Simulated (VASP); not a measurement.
# MoS2 (P-1) in VASP: further runs, part 2 of 2

VASP 6.6.1.

## 3. Single point, PBE (equal xy, yz and zx shear strains of -2 %)

INCAR reads:

```
PREC = Accurate
ENCUT = 520
EDIFF = 1E-6
ISMEAR = -1
SIGMA = 0.03
LREAL = F
LASPH = T
NELM = 100
ALGO = Normal
ISIF = 2
LWAVE = F
LCHARG = F
GGA = PE
NBANDS = 35
```

KPOINTS reads:

```
regular mesh
0
Gamma
  10 10 3
```

POSCAR reads:

```
MoS2
1.0
    3.1610016016     -0.0316100160     -0.0316100160
   -1.6078758777      2.7533126964     -0.0115700689
   -0.1229500000     -0.1229500000     12.2950000000
Mo S
2 4
Direct
    0.3333333333      0.6666666667      0.2500000000
    0.6666666667      0.3333333333      0.7500000000
    0.3333333333      0.6666666667      0.6275000000
    0.6666666667      0.3333333333      0.1275000000
    0.3333333333      0.6666666667      0.8725000000
    0.6666666667      0.3333333333      0.3725000000
```

Potentials or basis: VASP PAW PBE potentials, release 64 (Mo_sv, S).

The run is started by

```
cat potpaw_PBE.64/Mo_sv/POTCAR potpaw_PBE.64/S/POTCAR > POTCAR
mpirun -np 1 vasp_std > vasp.out
```

OUTCAR:

```text
PREC = Accurate
   ENCUT = 520
   EDIFF = 1E-6
   ISMEAR = -1
   LREAL = F
   LASPH = T
   NELM = 100
   ISIF = 2
   GGA = PE

 ion  position               nearest neighbor table
   1  0.333  0.667  0.250-   4 2.32   6 2.34   6 2.37   6 2.39   4 2.39   4 2.39
   2  0.667  0.333  0.750-   5 2.32   3 2.34   3 2.37   3 2.39   5 2.39   5 2.39
   3  0.333  0.667  0.627-   2 2.34   2 2.37   2 2.39
   4  0.667  0.333  0.127-   1 2.32   1 2.39   1 2.39
   5  0.333  0.667  0.873-   2 2.32   2 2.39   2 2.39
   6  0.667  0.333  0.373-   1 2.34   1 2.37   1 2.39

  LATTYP: Found a triclinic cell.
 ALAT       =     3.1339638662
 B/A-ratio  =     1.0087281861
 C/A-ratio  =     3.9235389952
 COS(alpha) =     0.0198960208
 COS(beta)  =     0.0274156886
 COS(gamma) =     0.4869832429

  Lattice vectors:

 A1 = (   1.5531257239,   2.7217026804,  -0.0431800849)
 A2 = (   3.1610016016,  -0.0316100160,  -0.0316100160)
 A3 = (   0.1229500000,   0.1229500000, -12.2950000000)

Analysis of symmetry for initial positions (statically):
=====================================================================
 Subroutine PRICEL returns:
 Original cell was already a primitive cell.

 Routine SETGRP: Setting up the symmetry group for a
 triclinic supercell.

 Subroutine GETGRP returns: Found  2 space group operations
 (whereof  2 operations were pure point group operations)
 out of a pool of  2 trial point group operations.

The static configuration has the point symmetry S_2 .

Analysis of symmetry for dynamics (positions and initial velocities):
=====================================================================
 Subroutine PRICEL returns:
 Original cell was already a primitive cell.

 Routine SETGRP: Setting up the symmetry group for a
 triclinic supercell.

 Subroutine GETGRP returns: Found  2 space group operations
[... 128 lines left out ...]
   IALGO  =     38    algorithm
   IMIX   =      4    mixing-type and parameters
     AMIX     =   0.40;   BMIX     =  1.00
     AMIX_MAG =   1.60;   BMIX_MAG =  1.00
  volume/ion in A,a.u.               =      17.73       119.63
  Fermi-wavevector in a.u.,A,eV,Ry     =   1.289684  2.437150 22.630381  1.663286
  Thomas-Fermi vector in A             =   2.421562
   LORBIT       =      0    0 simple, 1 ext, 2 COOP (PROOUT), +10 PAW based schemes
   GGA     = PE    functional components
   LHFCALC =     F    Hartree Fock is set to
   AEXX    =    0.0000 exact exchange contribution
   IVDW    =     0    specifies the selected vdW correction
   LEPSILON=     F    determine dielectric tensor
   LRPA    =     F    only Hartree local field effects (RPA)
 non-spin polarized calculation
  energy-cutoff  :      520.00
  volume of cell :      106.36
 maximum number of plane-waves:      2894
   NGX = 11   NGY = 11   NGZ = 45

 number of electron      52.0000000 magnetization

 Free energy of the ion-electron system (eV)
  ---------------------------------------------------
  ext. energy  EPLUGINS =         0.00000000
  ---------------------------------------------------
  free energy    TOTEN  =       -43.41273762 eV

  energy without entropy =      -43.41273761  energy(sigma->0) =      -43.41273762

 E-fermi :   8.1314     XC(G=0): -10.7825

 val. band max:        7.7424809538   @ k =   0.0000   0.0000   0.0000
 cond. band min:       8.5905811630   @ k =   0.3000   0.4000   0.0000
 fundamental gap:      0.8481002092
 Fermi energy:         8.1314245474

 k-point     1 :       0.0000    0.0000    0.0000
  band No.  band energies     occupation
      1     -53.9043      2.00000
      2     -53.9043      2.00000
      3     -28.0806      2.00000
      4     -28.0805      2.00000
      5     -27.8788      2.00000
      6     -27.8788      2.00000
[... 901 lines left out ...]
     34      11.3686      0.00000
     35      15.6737      0.00000

 [... further k-points ...]

------------------------ aborting loop because EDIFF is reached ----------------------------------------

  FORCE on cell =-STRESS in cart. coord.  units (eV):
  Direction    XX          YY          ZZ          XY          YZ          ZX
  --------------------------------------------------------------------------------------
  -------------------------------------------------------------------------------------
  Total        4.4705266      4.4907132      8.8264393      1.2220057      2.0736201      2.0747099
  in kB       67.3429055     67.6469912    132.9592951     18.4079918     31.2364990     31.2529159
  external PRESSURE =      89.3163973 kB  Pullay stress =       0.0000000 kB

 VOLUME and BASIS-vectors are now :
 -----------------------------------------------------------------------------
  energy-cutoff  :      520.00
  volume of cell :      106.36
      direct lattice vectors                 reciprocal lattice vectors
     3.161001602 -0.031610016 -0.031610016     0.318264647  0.185880950  0.005041456
    -1.607875878  2.753312696 -0.011570069     0.003690602  0.365369590  0.003690602
    -0.122950000 -0.122950000 12.295000000     0.000821720  0.000821720  0.081350310

 POSITION                                       TOTAL-FORCE (eV/Angst)
 -----------------------------------------------------------------------------------
     -0.04899      1.79427      3.05550         0.213847      0.006967      0.033599
      1.47916      0.80449      9.19632        -0.213847     -0.006967     -0.033599
     -0.09540      1.74785      7.69686        -0.225736     -0.331425     -1.205121
      1.55570      0.88102      1.54268        -0.444305     -0.338423     -1.239620
     -0.12552      1.71773     10.70914         0.444305      0.338423      1.239620
      1.52558      0.85090      4.55496         0.225736      0.331425      1.205121
 -----------------------------------------------------------------------------------
    total drift:                                0.000000     -0.000000     -0.000000

  FREE ENERGIE OF THE ION-ELECTRON SYSTEM (eV)
  ---------------------------------------------------
  free  energy   TOTEN  =       -43.4127376234 eV

  energy  without entropy=      -43.4127376083  energy(sigma->0) =      -43.41273762
```

stdout:

```text
POSCAR found type information on POSCAR MoS
 POSCAR found :  2 types and       6 ions
 scaLAPACK will be used
 LDA part: xc-table for (Slater+PW92), standard interpolation
 POSCAR, INCAR and KPOINTS ok, starting setup
 FFT: planning ... GRIDC
 FFT: planning ... GRID_SOFT
 FFT: planning ... GRID
 WAVECAR not read
 entering main loop
```

Wall time 4.6 min (1 thread of Intel Xeon Platinum 8488C (Sapphire Rapids), shared host); peak memory 0.53 GiB.

What came out:

* Free energy: -43.4127 eV
* Pressure: 8.9 GPa
* Largest force: 1.360 eV/Å
* Band gap on the k mesh: 0.85 eV (least direct gap 1.82 eV)

Forces on the atoms (eV/Å):
```
Mo   0.214  0.007  0.034
Mo  -0.214 -0.007 -0.034
S   -0.226 -0.331 -1.205
S   -0.444 -0.338 -1.240
S    0.444  0.338  1.240
S    0.226  0.331  1.205
```

Caveat: the cell differs from its parent crystal (equal xy, yz and zx shear strains of -2 %); the cell stands under pressure; an odd mesh through Γ misses points on the zone boundary, where band edges can lie; forces of over 1 eV/Å act on the atoms, so gaps and moduli don't describe the material at rest.
